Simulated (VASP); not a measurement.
# Ru (P6_3/mmc) in VASP: further runs

Ru is run at these levels: PBEsol; tasks: single point.

Program: VASP 6.6.1. These are calculated values, not measurements. Logs are shortened: lines on timing, memory, paths and dates and some standing lists are left out, and cuts for length are marked.

## (1) The cell of the first run

Symmetry: P6_3/mmc, No. 194, hexagonal system. The conventional cell has a = 2.806 Å, b = 2.806 Å, c = 4.095 Å, α = 90.00°, β = 90.00°, γ = 120.00°. Ru (site symmetry -6m2) has 12 Ru at 2.61 to 2.81 Å within 3.4 Å.

## (2) Single point, PBEsol (volume 13.960 Å^3 an atom, c/a of the conventional cell 1.4592)

File INCAR:

```
SYSTEM = Ru
PREC = Accurate
ENCUT = 520
EDIFF = 1E-6
ISMEAR = 0
SIGMA = 0.15
LREAL = .FALSE.
LASPH = .TRUE.
NELM = 100
ALGO = Fast
ISIF = 2
LWAVE = .FALSE.
LCHARG = .TRUE.
GGA = PS
LELF = .TRUE.
LVHAR = .TRUE.
NBANDS = 21
```

File KPOINTS:

```
regular mesh
0
G
  21 21 12
  0 0 0
```

File POSCAR:

```
Ru
1.0
    2.8060149923      0.0000000000      0.0000000000
   -1.4030074961      2.4300802667      0.0000000000
    0.0000000000      0.0000000000      4.0945370767
Ru
2
Direct
    0.3333333333      0.6666666667      0.2500000000
    0.6666666667      0.3333333333      0.7500000000
```

Potentials or basis: VASP PAW PBE potentials, release 64 (Ru_pv).

Launch:

```
$ cat potpaw_PBE.64/Ru_pv/POTCAR > POTCAR
$ mpirun -np 1 vasp_std > vasp.out
```

OUTCAR:

```text
SYSTEM = Ru
   PREC = Accurate
   ENCUT = 520
   EDIFF = 1E-6
   ISMEAR = 0
   LREAL = .FALSE.
   LASPH = .TRUE.
   NELM = 100
   ISIF = 2
   GGA = PS

 ion  position               nearest neighbor table
   1  0.333  0.667  0.250-   2 2.61   2 2.61   2 2.61   2 2.61   2 2.61   2 2.61
   2  0.667  0.333  0.750-   1 2.61   1 2.61   1 2.61   1 2.61   1 2.61   1 2.61

  LATTYP: Found a hexagonal cell.
 ALAT       =     2.8060149923
 C/A-ratio  =     1.4592000000

  Lattice vectors:

 A1 = (   2.8060149923,   0.0000000000,   0.0000000000)
 A2 = (  -1.4030074961,   2.4300802667,   0.0000000000)
 A3 = (   0.0000000000,   0.0000000000,   4.0945370767)

Analysis of symmetry for initial positions (statically):
=====================================================================
 Subroutine PRICEL returns:
 Original cell was already a primitive cell.

 Routine SETGRP: Setting up the symmetry group for a
 hexagonal supercell.

 Subroutine GETGRP returns: Found 24 space group operations
 (whereof 12 operations were pure point group operations)
 out of a pool of 24 trial point group operations.

The static configuration has the point symmetry D_3d.
 The point group associated with its full space group is D_6h.

Analysis of symmetry for dynamics (positions and initial velocities):
=====================================================================
 Subroutine PRICEL returns:
 Original cell was already a primitive cell.

 Routine SETGRP: Setting up the symmetry group for a
 hexagonal supercell.

 Subroutine GETGRP returns: Found 24 space group operations
 (whereof 12 operations were pure point group operations)
 out of a pool of 24 trial point group operations.

The dynamic configuration has the point symmetry D_3d.
 The point group associated with its full space group is D_6h.

 Subroutine INISYM returns: Found 24 space group operations
 (whereof 12 operations are pure point group operations),
 and found     1 'primitive' translations

----------------------------------------------------------------------------------------

                                     Primitive cell

  volume of cell :      27.9200

  direct lattice vectors                    reciprocal lattice vectors
     2.806014992  0.000000000  0.000000000     0.356377283  0.205754520  0.000000000
    -1.403007496  2.430080267  0.000000000     0.000000000  0.411509041  0.000000000
     0.000000000  0.000000000  4.094537077     0.000000000  0.000000000  0.244227853

  length of vectors
     2.806014992  2.806014992  4.094537077     0.411509041  0.411509041  0.244227853

  position of ions in fractional coordinates (direct lattice)
     0.333333333  0.666666667  0.250000000
     0.666666667  0.333333333  0.750000000

  ion indices of the primitive-cell ions
   primitive index   ion index
                 1           1
                 2           2

----------------------------------------------------------------------------------------

 KPOINTS: regular mesh

Automatic generation of k-mesh.
 Grid dimensions read from file:
 generate k-points for:   21   21   12

 Generating k-lattice:

  Cartesian coordinates                     Fractional coordinates (reciprocal lattice)
     0.016970347  0.009797834  0.000000000     0.047619048  0.000000000  0.000000000
     0.000000000  0.019595669  0.000000000     0.000000000  0.047619048  0.000000000
     0.000000000  0.000000000  0.020352321     0.000000000  0.000000000  0.083333333

  Length of vectors
     0.019595669  0.019595669  0.020352321

  Shift w.r.t. Gamma in fractional coordinates (k-lattice)
     0.000000000  0.000000000  0.000000000

 Subroutine IBZKPT returns following result:
 ===========================================

 Found    336 irreducible k-points:

 Following reciprocal coordinates:
            Coordinates               Weight
  0.000000  0.000000  0.000000      1.000000
  0.047619  0.000000  0.000000      6.000000
  0.095238 -0.000000  0.000000      6.000000
  0.142857 -0.000000  0.000000      6.000000
  0.190476 -0.000000  0.000000      6.000000
  0.238095 -0.000000  0.000000      6.000000
[... 16 lines left out ...]
  0.142857  0.095238  0.000000     12.000000
  0.190476  0.095238  0.000000     12.000000
 [... further k-points ...]
   k-points           NKPTS =    336   k-points in BZ     NKDIM =    336   number of bands    NBANDS=     21
   number of dos      NEDOS =    301   number of ions     NIONS =      2
   total plane-waves  NPLWV =  17280
   dimension x,y,z NGX =    24 NGY =   24 NGZ =   30
   dimension x,y,z NGXF=    48 NGYF=   48 NGZF=   60
   ions per type =               2
   NGX,Y,Z   is equivalent  to a cutoff of  14.22, 14.22, 12.18 a.u.
   NGXF,Y,Z  is equivalent  to a cutoff of  28.44, 28.44, 24.36 a.u.
 SYSTEM =  Ru
   PREC   = accura    normal or accurate (medium, high low for compatibility)
   ISTART =      0    job   : 0-new  1-cont  2-samecut
   ICHARG =      2    charge: 1-file 2-atom 10-const
   ISPIN  =      1    spin polarized calculation?
   LNONCOLLINEAR =      F non collinear calculations
   LSORBIT =      F    spin-orbit coupling
   LASPH  =      T    aspherical Exc in radial PAW
   ENCUT  =  520.0 eV  38.22 Ry    6.18 a.u.   5.22  5.22  7.61*2*pi/ulx,y,z
   NELM   =    100;   NELMIN=  2; NELMDL= -5     # of ELM steps
   EDIFF  = 0.1E-05   stopping-criterion for ELM
   LREAL  =      F    real-space projection
   EDIFFG = 0.1E-04   stopping-criterion for IOM
   NSW    =      0    number of steps for IOM
   IBRION =     -1    ionic relax: 0-MD 1-quasi-New 2-CG
   NFREE  =      0    steps in history (QN), initial steepest desc. (CG)
   ISIF   =      2    stress and relaxation
   ISYM   =      2    0-nonsym 1-usesym 2-fastsym
   POTIM  = 0.5000    time-step for ionic-motion
   TEBEG  =    0.0;   TEEND  =   0.0 temperature during run
   PSTRESS=    0.0 pullay stress
   NELECT =      28.0000    total number of electrons
   NUPDOWN=      -1.0000    fix difference up-down
   EMIN   =  10.00;   EMAX   =-10.00  energy-range for DOS
   EFERMI =   0.00;   METHOD = LEGACY
   ISMEAR =     0;   SIGMA  =   0.15  broadening in eV -4-tet -1-fermi 0-gaus
   EFERMI_NEDOS =   21; number of points for ismear=-14 and -15
   IALGO  =     68    algorithm
   IMIX   =      4    mixing-type and parameters
     AMIX     =   0.40;   BMIX     =  1.00
     AMIX_MAG =   1.60;   BMIX_MAG =  1.00
  volume/ion in A,a.u.               =      13.96        94.21
  Fermi-wavevector in a.u.,A,eV,Ry     =   1.638661  3.096620 36.534485  2.685209
  Thomas-Fermi vector in A             =   2.729596
   LORBIT       =      0    0 simple, 1 ext, 2 COOP (PROOUT), +10 PAW based schemes
   GGA     = PS    functional components
   LHFCALC =     F    Hartree Fock is set to
   AEXX    =    0.0000 exact exchange contribution
   IVDW    =     0    specifies the selected vdW correction
   LEPSILON=     F    determine dielectric tensor
   LRPA    =     F    only Hartree local field effects (RPA)
 non-spin polarized calculation
 RMM-DIIS sequential band-by-band and
 Gauss-broadening in eV      SIGMA  =   0.15
  energy-cutoff  :      520.00
  volume of cell :       27.92
 maximum number of plane-waves:       764
 NGX is ok and might be reduce to    24
   NGX = 11   NGY = 11   NGZ = 15

 number of electron      28.0000002 magnetization

 Free energy of the ion-electron system (eV)
  ---------------------------------------------------
  ext. energy  EPLUGINS =         0.00000000
  ---------------------------------------------------
  free energy    TOTEN  =       -20.15556605 eV

  energy without entropy =      -20.13720748  energy(sigma->0) =      -20.14638676

 E-fermi :  12.2267     XC(G=0): -14.0987

 val. band max:       12.2225978344   @ k =   0.4286   0.0476   0.5000
 cond. band min:      12.2288494131   @ k =   0.4286   0.0952   0.4167
 fundamental gap:      0.0062515787
 Fermi energy:        12.2267057613

 k-point     1 :       0.0000    0.0000    0.0000
  band No.  band energies     occupation
      1     -31.4075      2.00000
      2     -30.5380      2.00000
      3     -30.5380      2.00000
      4     -30.3030      2.00000
      5     -30.3030      2.00000
      6     -30.1832      2.00000
[... 13 lines left out ...]
     20      22.5291      0.00000
     21      23.2707      0.00000

 k-point     2 :       0.0476    0.0000    0.0000
  band No.  band energies     occupation
      1     -31.4001      2.00000
      2     -30.5494      2.00000
      3     -30.5428      2.00000
      4     -30.3155      2.00000
      5     -30.3038      2.00000
      6     -30.1880      2.00000
[... 13 lines left out ...]
     20      22.5291      0.00000
     21      23.2637      0.00000

 k-point     3 :       0.0952   -0.0000    0.0000
  band No.  band energies     occupation
      1     -31.3783      2.00000
      2     -30.5824      2.00000
      3     -30.5565      2.00000
      4     -30.3516      2.00000
      5     -30.3064      2.00000
      6     -30.2023      2.00000
[... 13 lines left out ...]
     20      22.5293      0.00000
     21      23.2389      0.00000

 k-point     4 :       0.1429   -0.0000    0.0000
  band No.  band energies     occupation
      1     -31.3430      2.00000
      2     -30.6344      2.00000
      3     -30.5775      2.00000
      4     -30.4075      2.00000
      5     -30.3109      2.00000
      6     -30.2260      2.00000
[... 13 lines left out ...]
     20      22.5290      0.00000
     21      23.1884      0.00000

 k-point     5 :       0.1905   -0.0000    0.0000
  band No.  band energies     occupation
      1     -31.2955      2.00000
      2     -30.7010      2.00000
      3     -30.6034      2.00000
      4     -30.4773      2.00000
      5     -30.3173      2.00000
      6     -30.2586      2.00000
[... 13 lines left out ...]
     20      22.5289      0.00000
     21      23.1099      0.00000

 k-point     6 :       0.2381   -0.0000    0.0000
  band No.  band energies     occupation
      1     -31.2380      2.00000
      2     -30.7763      2.00000
      3     -30.6317      2.00000
      4     -30.5541      2.00000
      5     -30.3252      2.00000
      6     -30.2994      2.00000
[... 13 lines left out ...]
     20      22.5353      0.00000
     21      23.0102      0.00000

 k-point     7 :       0.2857    0.0000    0.0000
  band No.  band energies     occupation
      1     -31.1730      2.00000
      2     -30.8538      2.00000
      3     -30.6598      2.00000
      4     -30.6309      2.00000
      5     -30.3472      2.00000
      6     -30.3341      2.00000
[... 13 lines left out ...]
     20      22.8827      0.00000
     21      24.1989      0.00000
[... 291 lines left out ...]
      1     -31.0441      2.00000
      2     -30.9522      2.00000
      3     -30.8118      2.00000
      4     -30.7301      2.00000
      5     -30.5248      2.00000
      6     -30.3659      2.00000
[... 13 lines left out ...]
     20      23.9967      0.00000
     21      24.4963      0.00000

 k-point    21 :       0.4762    0.0476    0.0000
  band No.  band energies     occupation
      1     -31.0558      2.00000
      2     -30.9329      2.00000
      3     -30.8210      2.00000
      4     -30.7353      2.00000
      5     -30.5415      2.00000
      6     -30.3675      2.00000
[... 13 lines left out ...]
     20      23.8010      0.00000
     21      24.8047      0.00000

 k-point    22 :       0.0952    0.0952    0.0000
  band No.  band energies     occupation
      1     -31.3223      2.00000
      2     -30.6520      2.00000
      3     -30.6068      2.00000
      4     -30.4256      2.00000
      5     -30.3209      2.00000
      6     -30.2401      2.00000
[... 13 lines left out ...]
     20      22.5289      0.00000
     21      23.1594      0.00000

 k-point    23 :       0.1429    0.0952    0.0000
  band No.  band energies     occupation
      1     -31.2757      2.00000
      2     -30.7067      2.00000
      3     -30.6496      2.00000
      4     -30.4767      2.00000
      5     -30.3332      2.00000
      6     -30.2725      2.00000
[... 13 lines left out ...]
     20      22.5289      0.00000
     21      23.0899      0.00000

 k-point    24 :       0.1905    0.0952    0.0000
  band No.  band energies     occupation
      1     -31.2191      2.00000
      2     -30.7745      2.00000
      3     -30.6927      2.00000
      4     -30.5329      2.00000
      5     -30.3461      2.00000
      6     -30.3131      2.00000
[... 13 lines left out ...]
     20      23.0061      0.00000
     21      25.7430      0.00000

 [... further k-points ...]

------------------------ aborting loop because EDIFF is reached ----------------------------------------

  FORCE on cell =-STRESS in cart. coord.  units (eV):
  Direction    XX          YY          ZZ          XY          YZ          ZX
  --------------------------------------------------------------------------------------
  -------------------------------------------------------------------------------------
  Total       -3.7439519     -3.7439519      1.4464192     -0.0000000     -0.0000000      0.0000000
  in kB     -214.8450854   -214.8450854     83.0021517     -0.0000000     -0.0000000      0.0000000
  external PRESSURE =    -115.5626730 kB  Pullay stress =       0.0000000 kB

 VOLUME and BASIS-vectors are now :
 -----------------------------------------------------------------------------
  energy-cutoff  :      520.00
  volume of cell :       27.92
      direct lattice vectors                 reciprocal lattice vectors
     2.806014992  0.000000000  0.000000000     0.356377283  0.205754520  0.000000000
    -1.403007496  2.430080267  0.000000000     0.000000000  0.411509041  0.000000000
     0.000000000  0.000000000  4.094537077     0.000000000  0.000000000  0.244227853

 POSITION                                       TOTAL-FORCE (eV/Angst)
 -----------------------------------------------------------------------------------
     -0.00000      1.62005      1.02363         0.000000     -0.000000      0.000000
      1.40301      0.81003      3.07090        -0.000000      0.000000      0.000000
 -----------------------------------------------------------------------------------
    total drift:                               -0.000000      0.000000     -0.000000

  FREE ENERGIE OF THE ION-ELECTRON SYSTEM (eV)
  ---------------------------------------------------
  free  energy   TOTEN  =       -20.1555660481 eV

  energy  without entropy=      -20.1372074766  energy(sigma->0) =      -20.14638676
```

Run time: 2.8 min. Hardware: 1 thread of Intel Xeon Platinum 8259CL at 2.50GHz (Skylake/Cascade Lake), shared host; peak memory 0.26 GiB.

What came out:

* Free energy: -20.1556 eV
* Pressure: -11.6 GPa
* Band gap on the k mesh: zero (band 14 reaches 13.47 eV, above the bottom of band 15 at 10.55 eV)

Stress tensor (GPa, compression positive):
```
-21.48   0.00   0.00
  0.00 -21.48   0.00
  0.00   0.00   8.30
```

Caveat: the PAW data sets were made with another functional, which shifts forces and pressure a little.

## (3) Single point, PBEsol (volume 13.960 Å^3 an atom, c/a of the conventional cell 1.5067)

File INCAR:

```
PREC = Accurate
ENCUT = 520
EDIFF = 1E-7
ISMEAR = 0
SIGMA = 0.15
LREAL = False
LASPH = True
NELM = 80
ALGO = Fast
ISIF = 2
LWAVE = False
LCHARG = True
GGA = PS
LELF = True
LVHAR = True
NBANDS = 21
```

File KPOINTS:

```
Automatic mesh
0
Gamma
  21 21 12
```

File POSCAR:

```
Ru
1.0
    2.7762122401      0.0000000000      0.0000000000
   -1.3881061200      2.4042703263      0.0000000000
    0.0000000000      0.0000000000      4.1829189822
Ru
2
Direct
    0.3333333333      0.6666666667      0.2500000000
    0.6666666667      0.3333333333      0.7500000000
```

Potentials or basis: VASP PAW PBE potentials, release 64 (Ru_pv).

Launch:

```
$ cat potpaw_PBE.64/Ru_pv/POTCAR > POTCAR
$ mpirun -np 1 vasp_std > vasp.out
```

Run time: 3.5 min. Hardware: 1 thread of Intel Xeon Platinum 8259CL at 2.50GHz (Skylake/Cascade Lake), shared host; peak memory 0.27 GiB.

It converged, with:

| Quantity | Value |
| --- | --- |
| Free energy | -20.2444 eV |
| Pressure | -13.3 GPa |
| Band gap on the k mesh | zero (band 14 reaches 13.50 eV, above the bottom of band 15 at 10.47 eV) |

Stress tensor (GPa, compression positive):
```
-19.24   0.00   0.00
  0.00 -19.24   0.00
  0.00   0.00  -1.45
```

Levels at points of the mesh, in eV from the Fermi level:
```
           k point  band 12  band 13  band 14  band 15  band 16  band 17
(0.00, 0.00, 0.00)    -1.80    -1.80    -1.71    -1.71     1.13     1.13
(0.00, 0.00, 0.50)    -2.86    -2.41    -2.41     0.57     0.57     0.57
```

Caveat: the PAW data sets were made with another functional, which shifts forces and pressure a little.
